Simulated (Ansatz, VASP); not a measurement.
**One calculation of ZnSe3, two programs**

```
CELL_PARAMETERS angstrom
4.32671 0.00000 0.00000
0.00000 4.32671 0.00000
0.00000 0.00000 4.32671
ATOMIC_POSITIONS crystal
Zn 0.00000 0.00000 0.00000
Se 0.50000 0.00000 0.50000
Se 0.00000 0.50000 0.50000
Se 0.50000 0.50000 0.00000
```

Alike in both runs: functional PBE; k mesh 12 × 12 × 12; occupations gaussian, width 0.1 eV; no spin polarisation.

Ansatz relaxed the structure, and its values are those at the end. VASP's run is a single point on that final structure, the one shown.

|  | VASP | Ansatz |
| --- | --- | --- |
| version | VASP 6.6.1 | Ansatz 0.2.0 |
| potentials or method | VASP PAW PBE potentials, release 64 (Zn, Se), cutoff 500 eV | scalar-relativistic, plane waves, PAW |
| valence electrons in the cell | 30 | 60 |

|  | VASP | Ansatz | Ansatz less VASP |
| --- | --- | --- | --- |
| gap on the k mesh at the Fermi level (eV) | none | none | - |
| pressure (GPa) | 0.0 | 0.0 | -0.05 |

A gap of «none» marks a metal or a gap that the smearing closes. With one functional, cell and mesh, what is left measures potentials, basis and numerics. VASP's potentials hold 30 valence electrons a cell and Ansatz's 60, so a difference there can come from the potentials and not from the codes.
